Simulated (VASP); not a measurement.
# PbO (Pbcm) in VASP: relaxation of cell and atoms with PBE

Aim: the relaxation of cell and atoms of PbO with PBE.

Everything below comes from runs of VASP 6.6.1. Logs are shortened: lines on timing, memory, paths and dates and some standing lists are left out, and cuts for length are marked.

### Step 1. The cell of the first run

Symmetry: Pbcm, No. 57, orthorhombic system. Conventional cell: a = 6.384 Å, b = 5.814 Å, c = 4.804 Å, α = 90.00°, β = 90.00°, γ = 90.00°. Pb (site symmetry m) has 4 O at 2.26 to 2.50 Å within 3.0 Å. O (site symmetry m) has 4 Pb at 2.26 to 2.50 Å and 4 O at 2.99 to 3.10 Å within 3.1 Å.

### Step 2. Relaxation of cell and atoms, PBE

INCAR

```
PREC     = Accurate       # precision mode
ENCUT    = 600            # plane-wave cutoff, eV
EDIFF    = 1E-7           # SCF threshold, eV
ISMEAR   = 0              # smearing method
SIGMA    = 0.02           # smearing width, eV
LREAL    = False          # projectors in reciprocal space
LASPH    = True           # aspherical terms in the spheres
NELM     = 120            # most SCF steps
ALGO     = Normal         # electronic algorithm
ISIF     = 3              # what is computed and relaxed
LWAVE    = False          # write WAVECAR
LCHARG   = False          # write CHGCAR
GGA      = PE             # functional
IBRION   = 2              # ionic algorithm
NSW      = 100            # ionic steps
EDIFFG   = -0.005         # ionic threshold
GGA_COMPAT= False        
NELMIN   = 4            
KPAR     = 4
```

KPOINTS

```
regular mesh
0
Gamma
  4 6 6
```

POSCAR

```
PbO
1.0
    6.3842789234      0.0000000000      0.0000000000
    0.0000000000      5.8139546879      0.0000000000
    0.0000000000      0.0000000000      4.8040669574
Pb O
4 4
Direct
    0.2120055496      0.9786400054      0.2500000000
    0.7879944504      0.0213599946      0.7500000000
    0.2120055496      0.5213599946      0.7500000000
    0.7879944504      0.4786400054      0.2500000000
    0.8751206044      0.0970513442      0.2500000000
    0.1248793956      0.9029486558      0.7500000000
    0.8751206044      0.4029486558      0.7500000000
    0.1248793956      0.5970513442      0.2500000000
```

Potentials or basis: VASP PAW PBE potentials, release 64 (Pb_d, O).

Run with:

```sh
$ cat potpaw_PBE.64/Pb_d/POTCAR potpaw_PBE.64/O/POTCAR > POTCAR
$ mpirun -np 4 vasp_std > vasp.out
```

OUTCAR:

```text
PREC = Accurate
   ENCUT = 600
   EDIFF = 1E-7
   ISMEAR = 0
   LREAL = False
   LASPH = True
   NELM = 120
   ISIF = 3
   GGA = PE
   IBRION = 2
   NSW = 100
   EDIFFG = -0.005
   NELMIN = 4

 ion  position               nearest neighbor table
   1  0.212  0.979  0.250-   5 2.26   8 2.29   6 2.50   6 2.50   3 3.58   3 3.58   2 3.63   2 3.63
                             3 3.97   3 3.97   4 3.97   4 3.97
   2  0.788  0.021  0.750-   6 2.26   7 2.29   5 2.50   5 2.50   4 3.58   4 3.58   1 3.63   1 3.63
                             4 3.97   4 3.97   3 3.97   3 3.97
   3  0.212  0.521  0.750-   7 2.26   6 2.29   8 2.50   8 2.50   1 3.58   1 3.58   4 3.63   4 3.63
                             1 3.97   1 3.97   2 3.97   2 3.97
   4  0.788  0.479  0.250-   8 2.26   5 2.29   7 2.50   7 2.50   2 3.58   2 3.58   3 3.63   3 3.63
                             2 3.97   2 3.97   1 3.97   1 3.97
   5  0.875  0.097  0.250-   1 2.26   4 2.29   2 2.50   2 2.50
   6  0.125  0.903  0.750-   2 2.26   3 2.29   1 2.50   1 2.50
   7  0.875  0.403  0.750-   3 2.26   2 2.29   4 2.50   4 2.50
   8  0.125  0.597  0.250-   4 2.26   1 2.29   3 2.50   3 2.50

  LATTYP: Found a simple orthorhombic cell.
 ALAT       =     4.8040669574
 B/A-ratio  =     1.2102151655
 C/A-ratio  =     1.3289321277

  Lattice vectors:

 A1 = (   0.0000000000,   0.0000000000,  -4.8040669574)
 A2 = (   0.0000000000,   5.8139546879,   0.0000000000)
 A3 = (   6.3842789234,   0.0000000000,   0.0000000000)

Analysis of symmetry for initial positions (statically):
=====================================================================
 Subroutine PRICEL returns:
 Original cell was already a primitive cell.

 Routine SETGRP: Setting up the symmetry group for a
 simple orthorhombic supercell.

 Subroutine GETGRP returns: Found  8 space group operations
 (whereof  2 operations were pure point group operations)
 out of a pool of  8 trial point group operations.

The static configuration has the point symmetry S_2 .
 The point group associated with its full space group is D_2h.

Analysis of symmetry for dynamics (positions and initial velocities):
=====================================================================
 Subroutine PRICEL returns:
 Original cell was already a primitive cell.

 Routine SETGRP: Setting up the symmetry group for a
 simple orthorhombic supercell.

 Subroutine GETGRP returns: Found  8 space group operations
 (whereof  2 operations were pure point group operations)
 out of a pool of  8 trial point group operations.

The dynamic configuration has the point symmetry S_2 .
 The point group associated with its full space group is D_2h.

 Subroutine INISYM returns: Found  8 space group operations
 (whereof  2 operations are pure point group operations),
 and found     1 'primitive' translations

----------------------------------------------------------------------------------------

                                     Primitive cell

  volume of cell :     178.3169

  direct lattice vectors                    reciprocal lattice vectors
     6.384278923  0.000000000  0.000000000     0.156634760  0.000000000  0.000000000
     0.000000000  5.813954688  0.000000000     0.000000000  0.171999965  0.000000000
     0.000000000  0.000000000  4.804066957     0.000000000  0.000000000  0.208156966

  length of vectors
     6.384278923  5.813954688  4.804066957     0.156634760  0.171999965  0.208156966

  position of ions in fractional coordinates (direct lattice)
     0.212005550  0.978640005  0.250000000
     0.787994450  0.021359995  0.750000000
     0.212005550  0.521359995  0.750000000
     0.787994450  0.478640005  0.250000000
     0.875120604  0.097051344  0.250000000
     0.124879396  0.902948656  0.750000000
     0.875120604  0.402948656  0.750000000
     0.124879396  0.597051344  0.250000000

  ion indices of the primitive-cell ions
   primitive index   ion index
                 1           1
                 2           2
                 3           3
                 4           4
                 5           5
                 6           6
                 7           7
                 8           8

----------------------------------------------------------------------------------------

 KPOINTS: regular mesh

Automatic generation of k-mesh.
 Grid dimensions read from file:
 generate k-points for:    4    6    6

 Generating k-lattice:

  Cartesian coordinates                     Fractional coordinates (reciprocal lattice)
     0.039158690  0.000000000  0.000000000     0.250000000  0.000000000  0.000000000
     0.000000000  0.028666661  0.000000000     0.000000000  0.166666667  0.000000000
     0.000000000  0.000000000  0.034692828     0.000000000  0.000000000  0.166666667

  Length of vectors
     0.039158690  0.028666661  0.034692828

  Shift w.r.t. Gamma in fractional coordinates (k-lattice)
     0.000000000  0.000000000  0.000000000

 Subroutine IBZKPT returns following result:
 ===========================================

 Found     48 irreducible k-points:

 Following reciprocal coordinates:
            Coordinates               Weight
  0.000000  0.000000  0.000000      1.000000
  0.250000  0.000000  0.000000      2.000000
  0.500000  0.000000  0.000000      1.000000
  0.000000  0.166667  0.000000      2.000000
  0.250000  0.166667  0.000000      4.000000
  0.500000  0.166667  0.000000      2.000000
[... 16 lines left out ...]
  0.250000  0.500000  0.166667      4.000000
  0.500000  0.500000  0.166667      2.000000
 [... further k-points ...]
   k-points           NKPTS =     48   k-points in BZ     NKDIM =     48   number of bands    NBANDS=     48
   number of dos      NEDOS =    301   number of ions     NIONS =      8
   total plane-waves  NPLWV = 103680
   dimension x,y,z NGX =    54 NGY =   48 NGZ =   40
   dimension x,y,z NGXF=   108 NGYF=   96 NGZF=   80
   ions per type =               4   4
   NGX,Y,Z   is equivalent  to a cutoff of  14.06, 13.73, 13.84 a.u.
   NGXF,Y,Z  is equivalent  to a cutoff of  28.12, 27.45, 27.68 a.u.
 SYSTEM =  unknown system
   PREC   = accura    normal or accurate (medium, high low for compatibility)
   ISTART =      0    job   : 0-new  1-cont  2-samecut
   ICHARG =      2    charge: 1-file 2-atom 10-const
   ISPIN  =      1    spin polarized calculation?
   LNONCOLLINEAR =      F non collinear calculations
   LSORBIT =      F    spin-orbit coupling
   LASPH  =      T    aspherical Exc in radial PAW
   ENCUT  =  600.0 eV  44.10 Ry    6.64 a.u.  12.75 11.61  9.59*2*pi/ulx,y,z
   NELM   =    120;   NELMIN=  4; NELMDL= -5     # of ELM steps
   EDIFF  = 0.1E-06   stopping-criterion for ELM
   LREAL  =      F    real-space projection
   EDIFFG = -.5E-02   stopping-criterion for IOM
   NSW    =    100    number of steps for IOM
   IBRION =      2    ionic relax: 0-MD 1-quasi-New 2-CG
   NFREE  =      1    steps in history (QN), initial steepest desc. (CG)
   ISIF   =      3    stress and relaxation
   ISYM   =      2    0-nonsym 1-usesym 2-fastsym
   POTIM  = 0.5000    time-step for ionic-motion
   TEBEG  =    0.0;   TEEND  =   0.0 temperature during run
   PSTRESS=    0.0 pullay stress
   NELECT =      80.0000    total number of electrons
   NUPDOWN=      -1.0000    fix difference up-down
   EMIN   =  10.00;   EMAX   =-10.00  energy-range for DOS
   EFERMI =   0.00;   METHOD = LEGACY
   ISMEAR =     0;   SIGMA  =   0.02  broadening in eV -4-tet -1-fermi 0-gaus
   EFERMI_NEDOS =   21; number of points for ismear=-14 and -15
   IALGO  =     38    algorithm
   IMIX   =      4    mixing-type and parameters
     AMIX     =   0.40;   BMIX     =  1.00
     AMIX_MAG =   1.60;   BMIX_MAG =  1.00
  volume/ion in A,a.u.               =      22.29       150.42
  Fermi-wavevector in a.u.,A,eV,Ry     =   1.253258  2.368315 21.370083  1.570657
  Thomas-Fermi vector in A             =   2.387120
   LORBIT       =      0    0 simple, 1 ext, 2 COOP (PROOUT), +10 PAW based schemes
   GGA     = PE    functional components
   LHFCALC =     F    Hartree Fock is set to
   AEXX    =    0.0000 exact exchange contribution
   IVDW    =     0    specifies the selected vdW correction
   LEPSILON=     F    determine dielectric tensor
   LRPA    =     F    only Hartree local field effects (RPA)
 conjugate gradient relaxation of ions
 non-spin polarized calculation
 Gauss-broadening in eV      SIGMA  =   0.02
  energy-cutoff  :      600.00
  volume of cell :      178.32
 maximum number of plane-waves:      5976
 NGX is ok and might be reduce to    54
   NGX = 25   NGY = 23   NGZ = 19

--------------------------------------- Ionic step        1  -------------------------------------------

 number of electron      80.0000009 magnetization

 Free energy of the ion-electron system (eV)
  ---------------------------------------------------
  ext. energy  EPLUGINS =         0.00000000
  ---------------------------------------------------
  free energy    TOTEN  =       -42.90787217 eV

  energy without entropy =      -42.90787217  energy(sigma->0) =      -42.90787217

------------------------ aborting loop because EDIFF is reached ----------------------------------------

  FORCE on cell =-STRESS in cart. coord.  units (eV):
  Direction    XX          YY          ZZ          XY          YZ          ZX
  --------------------------------------------------------------------------------------
  -------------------------------------------------------------------------------------
  Total        0.0975415      0.0422306     -0.0583244      0.0000000      0.0000000      0.0000000
  in kB        0.8764105      0.3794422     -0.5240451      0.0000000      0.0000000      0.0000000
  external PRESSURE =       0.2439359 kB  Pullay stress =       0.0000000 kB
[... 107 lines left out ...]
  FREE ENERGIE OF THE ION-ELECTRON SYSTEM (eV)
  ---------------------------------------------------
  free  energy   TOTEN  =       -42.9080380001 eV

  energy  without entropy=      -42.9080380000  energy(sigma->0) =      -42.90803800

[... ionic steps 4 to 17 ...]

--------------------------------------- Ionic step       18  -------------------------------------------

 number of electron      80.0000011 magnetization

------------------------ aborting loop because EDIFF is reached ----------------------------------------
[... 79 lines left out ...]
--------------------------------------- Ionic step       20  -------------------------------------------

 number of electron      80.0000012 magnetization

 Free energy of the ion-electron system (eV)
  ---------------------------------------------------
  ext. energy  EPLUGINS =         0.00000000
  ---------------------------------------------------
  free energy    TOTEN  =       -42.90901073 eV

  energy without entropy =      -42.90901073  energy(sigma->0) =      -42.90901073

 E-fermi :   3.7549     XC(G=0):  -9.2952

 val. band max:        3.5976377082   @ k =   0.0000   0.0000   0.0000
 cond. band min:       5.8662762168   @ k =   0.5000   0.5000   0.3333
 fundamental gap:      2.2686385086
 Fermi energy:         3.7549062001

 k-point     1 :       0.0000    0.0000    0.0000
  band No.  band energies     occupation
      1     -13.7253      2.00000
      2     -13.7100      2.00000
      3     -13.6232      2.00000
      4     -13.5289      2.00000
      5     -11.8931      2.00000
      6     -11.8509      2.00000
[... 1213 lines left out ...]
     47      10.1198      0.00000
     48      10.1198      0.00000

 [... further k-points ...]

------------------------ aborting loop because EDIFF is reached ----------------------------------------

  FORCE on cell =-STRESS in cart. coord.  units (eV):
  Direction    XX          YY          ZZ          XY          YZ          ZX
  --------------------------------------------------------------------------------------
  -------------------------------------------------------------------------------------
  Total       -0.0214676     -0.0168712      0.0054507      0.0000000      0.0000000      0.0000000
  in kB       -0.1958896     -0.1539480      0.0497370      0.0000000      0.0000000      0.0000000
  external PRESSURE =      -0.1000335 kB  Pullay stress =       0.0000000 kB
[... 23 lines left out ...]
  FREE ENERGIE OF THE ION-ELECTRON SYSTEM (eV)
  ---------------------------------------------------
  free  energy   TOTEN  =       -42.9090107295 eV

  energy  without entropy=      -42.9090107295  energy(sigma->0) =      -42.90901073

 reached required accuracy - stopping structural energy minimisation
```

Run time: 25 min. Hardware: 4 MPI ranks of Intel Xeon Platinum 8488C (Sapphire Rapids), shared host; peak memory 0.58 GiB.

Results:

| Quantity | Value |
| --- | --- |
| Free energy | -42.9090 eV |
| Relaxed volume | 21.95 Å³/atom |
| Relaxed cell | a = 6.319 Å, b = 5.785 Å, c = 4.803 Å, α = 90.00°, β = 90.00°, γ = 90.00° |
| Space group after relaxing (to 0.1 Å) | Pbcm (No. 57) |
| Energy gained by relaxing | 0.1 meV/atom |
| Ionic steps | 20 |
| Pressure after relaxing | 0.0 GPa |
| Largest force after relaxing | 0.005 eV/Å |
| Band gap on the k mesh | 2.27 eV (least direct gap 2.56 eV) |

Forces on the atoms (eV/Å):
```
Pb   0.001 -0.003  0.000
Pb  -0.001  0.003  0.000
Pb   0.001  0.003  0.000
Pb  -0.001 -0.003  0.000
O    0.004  0.002  0.000
O   -0.004 -0.002  0.000
O    0.004 -0.002  0.000
O   -0.004  0.002  0.000
```

Step by step:
| step | energy change (eV) | largest force (eV/Å) | pressure (GPa) | volume (Å³) |
| --- | --- | --- | --- | --- |
| 1 | 0.0000 | 0.0355 | 0.02 | 178.32 |
| 2 | -0.0002 | 0.0072 | -0.10 | 178.40 |
| 3 | -0.0002 | 0.0079 | -0.09 | 178.40 |
| 4 | -0.0003 | 0.0105 | -0.05 | 178.13 |
| 5 | -0.0003 | 0.0187 | 0.06 | 177.48 |
| 6 | -0.0004 | 0.0145 | 0.01 | 177.81 |
| 7 | -0.0005 | 0.0070 | 0.00 | 177.61 |
| 8 | -0.0006 | 0.0187 | -0.03 | 177.12 |
| 9 | -0.0007 | 0.0165 | 0.00 | 176.88 |
| 10 | -0.0008 | 0.0171 | 0.05 | 176.49 |
| 11 | -0.0009 | 0.0132 | 0.00 | 176.43 |
| 12 | -0.0008 | 0.0217 | -0.07 | 176.35 |
| 13 | -0.0009 | 0.0133 | -0.03 | 176.39 |
| 14 | -0.0009 | 0.0098 | -0.03 | 176.26 |
| 15 | -0.0011 | 0.0074 | 0.00 | 175.88 |
| 16 | -0.0011 | 0.0094 | 0.01 | 175.80 |
| 17 | -0.0011 | 0.0070 | -0.02 | 175.78 |
| 18 | -0.0011 | 0.0085 | -0.04 | 175.76 |
| 19 | -0.0011 | 0.0070 | -0.03 | 175.72 |
| 20 | -0.0011 | 0.0048 | -0.01 | 175.58 |

Final structure:
```cif
data_structure
_symmetry_space_group_name_H-M 'P 1'
_symmetry_Int_Tables_number 1
_cell_length_a 6.3194
_cell_length_b 5.7855
_cell_length_c 4.8025
_cell_angle_alpha 90.000
_cell_angle_beta 90.000
_cell_angle_gamma 90.000
_cell_volume 175.58
loop_
_atom_site_label
_atom_site_type_symbol
_atom_site_fract_x
_atom_site_fract_y
_atom_site_fract_z
_atom_site_occupancy
Pb1 Pb 0.21465 0.98023 0.25000 1
Pb2 Pb 0.78535 0.01977 0.75000 1
Pb3 Pb 0.21465 0.51977 0.75000 1
Pb4 Pb 0.78535 0.48023 0.25000 1
O1 O 0.87278 0.09612 0.25000 1
O2 O 0.12722 0.90388 0.75000 1
O3 O 0.87278 0.40388 0.75000 1
O4 O 0.12722 0.59612 0.25000 1
```

Caveat: spin-orbit coupling is left out, which moves the levels of the heavy elements.
